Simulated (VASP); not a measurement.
# Nb16N (a cell with a defect) in VASP: single point with PBEsol

Aim: the single point of Nb16N (a cell with a defect) with PBEsol.

All numbers are computed with VASP 6.6.1; they aren't measurements. Logs are shortened: lines on timing, memory, paths and dates and some standing lists are left out, and cuts for length are marked.

## (1) The cell of the first run

The cell holds a defect, 17 atoms: a = 6.600 Å, b = 6.600 Å, c = 6.600 Å, α = 90.00°, β = 90.00°, γ = 90.00°.

## (2) Single point, PBEsol

INCAR

```
PREC     = Accurate       # precision mode
ENCUT    = 520            # plane-wave cutoff, eV
EDIFF    = 1E-6           # SCF threshold, eV
ISMEAR   = -1             # smearing method
SIGMA    = 0.05           # smearing width, eV
LREAL    = Auto         
LASPH    = T              # aspherical terms in the spheres
NELM     = 100            # most SCF steps
ALGO     = Normal         # electronic algorithm
ISIF     = 2              # what is computed and relaxed
LWAVE    = F              # write WAVECAR
LCHARG   = F              # write CHGCAR
GGA      = PS             # functional
NBANDS   = 120            # bands
```

KPOINTS

```
Automatic mesh
0
Gamma
  2 2 2
```

POSCAR

```
Nb16N
1.0
    6.6000000000      0.0000000000      0.0000000000
    0.0000000000      6.6000000000      0.0000000000
    0.0000000000      0.0000000000      6.6000000000
Nb N
16 1
Direct
    0.0285151515     -0.0167121212     -0.0081666667
    0.5304090909      0.0200757576     -0.0636515152
   -0.0212727273      0.4976666667      0.0189696970
    0.0203484848     -0.0126969697      0.4895757576
    0.3018181818      0.2684696970      0.2714090909
    0.4811666667      0.5314848485      0.0096969697
    0.4906363636      0.0001515152      0.5209090909
    0.7546060606      0.2670909091      0.2571515152
   -0.0141212121      0.4756969697      0.5112272727
    0.2666818182      0.7857424242      0.2407272727
    0.2994090909      0.2725757576      0.7211515152
    0.5040303030      0.5312272727      0.4877878788
    0.7459090909      0.7693939394      0.2413030303
    0.8043030303      0.2800303030      0.7501515152
    0.2633636364      0.7480151515      0.7441060606
    0.7683484848      0.7344242424      0.7613636364
    0.4876818182      0.0205454545      0.2256060606
```

Potentials or basis: VASP PAW PBE potentials, release 64 (Nb_sv, N).

Started as:

```
cat potpaw_PBE.64/Nb_sv/POTCAR potpaw_PBE.64/N/POTCAR > POTCAR
mpirun -np 1 vasp_std > vasp.out
```

OUTCAR:

```text
PREC = Accurate
   ENCUT = 520
   EDIFF = 1E-6
   ISMEAR = -1
   LREAL = Auto
   LASPH = T
   NELM = 100
   ISIF = 2
   GGA = PS

 ion  position               nearest neighbor table
   1  0.029  0.983  0.992-  10 2.62  15 2.74  16 2.82  13 2.86  14 2.93
   2  0.530  0.020  0.936-  17 1.93  11 2.67  16 2.71   7 2.76  14 2.78  15 2.82  13 2.97
   3  0.979  0.498  0.019-  14 2.56   8 2.64  16 2.69  13 2.78
   4  0.020  0.987  0.490-  10 2.67  15 2.81  13 2.83  14 2.95  16 2.96   8 2.97   5 2.99  11 3.05

   5  0.302  0.268  0.271-  17 2.07  12 2.61   6 2.72   7 2.72   9 2.95  11 2.97   8 2.99   4 2.99

   6  0.481  0.531  0.010-  10 2.67  15 2.68   5 2.72  13 2.80  11 2.83  16 2.84   8 2.99
   7  0.491  0.000  0.521-  17 1.95  11 2.56  15 2.68   5 2.72   2 2.76  10 2.76  13 2.93  16 2.99
                             8 3.03
   8  0.755  0.267  0.257-  17 2.41   3 2.64   9 2.65  12 2.84   4 2.97   5 2.99   6 2.99   7 3.03

   9  0.986  0.476  0.511-  14 2.36   8 2.65  16 2.78  11 2.83   5 2.95  15 2.99
  10  0.267  0.786  0.241-  17 2.13   1 2.62   4 2.67   6 2.67   7 2.76  12 2.82
  11  0.299  0.273  0.721-   7 2.56  12 2.67   2 2.67   6 2.83   9 2.83   5 2.97   4 3.05
  12  0.504  0.531  0.488-   5 2.61  11 2.67  15 2.73  13 2.77  10 2.82   8 2.84  16 2.85
  13  0.746  0.769  0.241-  17 2.38  12 2.77   3 2.78   6 2.80   4 2.83   1 2.86   7 2.93   2 2.97

  14  0.804  0.280  0.750-   9 2.36   3 2.56   2 2.78   1 2.93   4 2.95  16 3.01
  15  0.263  0.748  0.744-   6 2.68   7 2.68  12 2.73   1 2.74   4 2.81   2 2.82   9 2.99
  16  0.768  0.734  0.761-   3 2.69   2 2.71   9 2.78   1 2.82   6 2.84  12 2.85   4 2.96   7 2.99
                            14 3.01
  17  0.488  0.021  0.226-   2 1.93   7 1.95   5 2.07  10 2.13  13 2.38   8 2.41

  LATTYP: Found a simple cubic cell.
 ALAT       =     6.6000000000

  Lattice vectors:

 A1 = (   6.6000000000,   0.0000000000,   0.0000000000)
 A2 = (   0.0000000000,   6.6000000000,   0.0000000000)
 A3 = (   0.0000000000,   0.0000000000,   6.6000000000)

Analysis of symmetry for initial positions (statically):
=====================================================================
 Subroutine PRICEL returns:
 Original cell was already a primitive cell.

 Routine SETGRP: Setting up the symmetry group for a
 simple cubic supercell.

 Subroutine GETGRP returns: Found  1 space group operations
 (whereof  1 operations were pure point group operations)
 out of a pool of 48 trial point group operations.

The static configuration has the point symmetry C_1 .

Analysis of symmetry for dynamics (positions and initial velocities):
=====================================================================
 Subroutine PRICEL returns:
 Original cell was already a primitive cell.

 Routine SETGRP: Setting up the symmetry group for a
 simple cubic supercell.

 Subroutine GETGRP returns: Found  1 space group operations
 (whereof  1 operations were pure point group operations)
 out of a pool of 48 trial point group operations.

The dynamic configuration has the point symmetry C_1 .

 Subroutine INISYM returns: Found  1 space group operations
 (whereof  1 operations are pure point group operations),
 and found     1 'primitive' translations

----------------------------------------------------------------------------------------

                                     Primitive cell

  volume of cell :     287.4960

  direct lattice vectors                    reciprocal lattice vectors
     6.600000000  0.000000000  0.000000000     0.151515152  0.000000000  0.000000000
     0.000000000  6.600000000  0.000000000     0.000000000  0.151515152  0.000000000
     0.000000000  0.000000000  6.600000000     0.000000000  0.000000000  0.151515152

  length of vectors
     6.600000000  6.600000000  6.600000000     0.151515152  0.151515152  0.151515152

  position of ions in fractional coordinates (direct lattice)
     0.028515152  0.983287879  0.991833333
     0.530409091  0.020075758  0.936348485
     0.978727273  0.497666667  0.018969697
     0.020348485  0.987303030  0.489575758
     0.301818182  0.268469697  0.271409091
     0.481166667  0.531484848  0.009696970
[... 9 lines left out ...]
     0.768348485  0.734424242  0.761363636
     0.487681818  0.020545455  0.225606061

  ion indices of the primitive-cell ions
   primitive index   ion index
                 1           1
                 2           2
                 3           3
                 4           4
                 5           5
                 6           6
[... 9 lines left out ...]
                16          16
                17          17

----------------------------------------------------------------------------------------

 KPOINTS: Automatic mesh

Automatic generation of k-mesh.
 Grid dimensions read from file:
 generate k-points for:    2    2    2

 Generating k-lattice:

  Cartesian coordinates                     Fractional coordinates (reciprocal lattice)
     0.075757576  0.000000000  0.000000000     0.500000000  0.000000000  0.000000000
     0.000000000  0.075757576  0.000000000     0.000000000  0.500000000  0.000000000
     0.000000000  0.000000000  0.075757576     0.000000000  0.000000000  0.500000000

  Length of vectors
     0.075757576  0.075757576  0.075757576

  Shift w.r.t. Gamma in fractional coordinates (k-lattice)
     0.000000000  0.000000000  0.000000000

 Subroutine IBZKPT returns following result:
 ===========================================

 Found      8 irreducible k-points:

 Following reciprocal coordinates:
            Coordinates               Weight
  0.000000  0.000000  0.000000      1.000000
  0.500000  0.000000  0.000000      1.000000
  0.000000  0.500000  0.000000      1.000000
  0.000000  0.000000  0.500000      1.000000
  0.500000  0.500000  0.000000      1.000000
  0.000000  0.500000  0.500000      1.000000
  0.500000  0.000000  0.500000      1.000000
  0.500000  0.500000  0.500000      1.000000
   k-points           NKPTS =      8   k-points in BZ     NKDIM =      8   number of bands    NBANDS=    120
   number of dos      NEDOS =    301   number of ions     NIONS =     17
   total plane-waves  NPLWV = 125000
   dimension x,y,z NGX =    50 NGY =   50 NGZ =   50
   dimension x,y,z NGXF=   100 NGYF=  100 NGZF=  100
   ions per type =              16   1
   NGX,Y,Z   is equivalent  to a cutoff of  12.59, 12.59, 12.59 a.u.
   NGXF,Y,Z  is equivalent  to a cutoff of  25.19, 25.19, 25.19 a.u.
 SYSTEM =  unknown system
   PREC   = accura    normal or accurate (medium, high low for compatibility)
   ISTART =      0    job   : 0-new  1-cont  2-samecut
   ICHARG =      2    charge: 1-file 2-atom 10-const
   ISPIN  =      1    spin polarized calculation?
   LNONCOLLINEAR =      F non collinear calculations
   LSORBIT =      F    spin-orbit coupling
   LASPH  =      T    aspherical Exc in radial PAW
   ENCUT  =  520.0 eV  38.22 Ry    6.18 a.u.  12.27 12.27 12.27*2*pi/ulx,y,z
   NELM   =    100;   NELMIN=  2; NELMDL= -5     # of ELM steps
   EDIFF  = 0.1E-05   stopping-criterion for ELM
   LREAL  =      T    real-space projection
   EDIFFG = 0.1E-04   stopping-criterion for IOM
   NSW    =      0    number of steps for IOM
   IBRION =     -1    ionic relax: 0-MD 1-quasi-New 2-CG
   NFREE  =      0    steps in history (QN), initial steepest desc. (CG)
   ISIF   =      2    stress and relaxation
   ISYM   =      2    0-nonsym 1-usesym 2-fastsym
   POTIM  = 0.5000    time-step for ionic-motion
   TEBEG  =    0.0;   TEEND  =   0.0 temperature during run
   PSTRESS=    0.0 pullay stress
   NELECT =     213.0000    total number of electrons
   NUPDOWN=      -1.0000    fix difference up-down
   EMIN   =  10.00;   EMAX   =-10.00  energy-range for DOS
   EFERMI =   0.00;   METHOD = LEGACY
   ISMEAR =    -1;   SIGMA  =   0.05  broadening in eV -4-tet -1-fermi 0-gaus
   EFERMI_NEDOS =   21; number of points for ismear=-14 and -15
   IALGO  =     38    algorithm
   IMIX   =      4    mixing-type and parameters
     AMIX     =   0.40;   BMIX     =  1.00
     AMIX_MAG =   1.60;   BMIX_MAG =  1.00
  volume/ion in A,a.u.               =      16.91       114.12
  Fermi-wavevector in a.u.,A,eV,Ry     =   1.481349  2.799344 29.856560  2.194395
  Thomas-Fermi vector in A             =   2.595270
   LORBIT       =      0    0 simple, 1 ext, 2 COOP (PROOUT), +10 PAW based schemes
   GGA     = PS    functional components
   LHFCALC =     F    Hartree Fock is set to
   AEXX    =    0.0000 exact exchange contribution
   IVDW    =     0    specifies the selected vdW correction
   LEPSILON=     F    determine dielectric tensor
   LRPA    =     F    only Hartree local field effects (RPA)
 non-spin polarized calculation
  energy-cutoff  :      520.00
  volume of cell :      287.50
 maximum number of plane-waves:      7809
 NGX is ok and might be reduce to    50
   NGX = 25   NGY = 25   NGZ = 25

 number of electron     213.0000010 magnetization

 Free energy of the ion-electron system (eV)
  ---------------------------------------------------
  ext. energy  EPLUGINS =         0.00000000
  ---------------------------------------------------
  free energy    TOTEN  =      -183.19190345 eV

  energy without entropy =     -183.06311815  energy(sigma->0) =     -183.12751080

 E-fermi :  11.4729     XC(G=0): -12.7259

 val. band max:       11.4494129953   @ k =   0.5000   0.0000   0.0000
 cond. band min:      11.4850930773   @ k =   0.0000   0.0000   0.0000
 fundamental gap:      0.0356800819
 Fermi energy:        11.4729132304

 k-point     1 :       0.0000    0.0000    0.0000
  band No.  band energies     occupation
      1     -43.0875      2.00000
      2     -42.9629      2.00000
      3     -42.9463      2.00000
      4     -42.9211      2.00000
      5     -42.8894      2.00000
      6     -42.8455      2.00000
[... 110 lines left out ...]
    117      13.3152      0.00000
    118      13.4410      0.00000

 k-point     2 :       0.5000    0.0000    0.0000
  band No.  band energies     occupation
      1     -43.0518      2.00000
      2     -43.0049      2.00000
      3     -42.9422      2.00000
      4     -42.9272      2.00000
      5     -42.8957      2.00000
      6     -42.8442      2.00000
[... 720 lines left out ...]
      1     -43.0108      2.00000
      2     -42.9732      2.00000
      3     -42.9626      2.00000
      4     -42.9425      2.00000
      5     -42.9109      2.00000
      6     -42.8693      2.00000
[... 110 lines left out ...]
    117      13.6719      0.00000
    118      13.7976      0.00000
 [bands above 118 left out]

------------------------ aborting loop because EDIFF is reached ----------------------------------------

  FORCE on cell =-STRESS in cart. coord.  units (eV):
  Direction    XX          YY          ZZ          XY          YZ          ZX
  --------------------------------------------------------------------------------------
  -------------------------------------------------------------------------------------
  Total        3.1543947      5.6021120     22.4641947     -1.8905565      0.0293253      0.6905322
  in kB       17.5790259     31.2198321    125.1899975    -10.5358223      0.1634260      3.8482449
  external PRESSURE =      57.9962852 kB  Pullay stress =       0.0000000 kB

 VOLUME and BASIS-vectors are now :
 -----------------------------------------------------------------------------
  energy-cutoff  :      520.00
  volume of cell :      287.50
      direct lattice vectors                 reciprocal lattice vectors
     6.600000000  0.000000000  0.000000000     0.151515152  0.000000000  0.000000000
     0.000000000  6.600000000  0.000000000     0.000000000  0.151515152  0.000000000
     0.000000000  0.000000000  6.600000000     0.000000000  0.000000000  0.151515152

 POSITION                                       TOTAL-FORCE (eV/Angst)
 -----------------------------------------------------------------------------------
      0.18820      6.48970      6.54610        -0.508075      1.598203     -0.305352
      3.50070      0.13250      6.17990         0.474397      0.177566      0.372423
      6.45960      3.28460      0.12520         2.268840      0.651325     -0.204630
      0.13430      6.51620      3.23120        -0.400511      0.447966      0.867598
      1.99200      1.77190      1.79130        -3.188754      0.015645     -2.195254
      3.17570      3.50780      0.06400         1.846819     -0.965570     -0.847628
[... 9 lines left out ...]
      5.07110      4.84720      5.02500        -0.284415      1.298434     -0.972034
      3.21870      0.13560      1.48900         1.487528     -0.442793     -0.056540
 -----------------------------------------------------------------------------------
    total drift:                               -0.003934      0.001066     -0.001342

  FREE ENERGIE OF THE ION-ELECTRON SYSTEM (eV)
  ---------------------------------------------------
  free  energy   TOTEN  =      -183.1919034474 eV

  energy  without entropy=     -183.0631181538  energy(sigma->0) =     -183.12751080
```

Run time: 24 min. Hardware: 1 thread of Intel Xeon 8259CL, shared host; peak memory 0.46 GiB.

What came out:

- Free energy: -183.1919 eV
- Pressure: 5.8 GPa
- Largest force: 3.871 eV/Å
- Band gap on the k mesh: zero (an odd number of electrons rules out a gap without spin polarisation)

Forces on the atoms (eV/Å):
```
Nb  -0.508  1.598 -0.305
Nb   0.474  0.178  0.372
Nb   2.269  0.651 -0.205
Nb  -0.401  0.448  0.868
Nb  -3.189  0.016 -2.195
Nb   1.847 -0.966 -0.848
Nb   3.284  0.174  1.763
Nb  -0.080 -1.527 -0.684
Nb   2.251  2.315 -1.394
Nb  -1.353 -1.525 -0.016
Nb  -2.554  0.116  1.635
Nb   0.821 -0.234  1.013
Nb  -0.403  0.491  0.553
Nb  -2.081 -2.489  0.354
Nb  -1.581 -0.102  0.118
Nb  -0.284  1.298 -0.972
N    1.488 -0.443 -0.057
```

Stress tensor (GPa, compression positive):
```
 1.76 -1.05  0.38
-1.05  3.12  0.02
 0.38  0.02 12.52
```

Caveat: the k points lie up to 0.48 Å⁻¹ apart, too coarse for converged energies and pressures of a metal; the atoms stand as in a frame of molecular dynamics; the PAW data sets were made with another functional, which shifts forces and pressure a little.
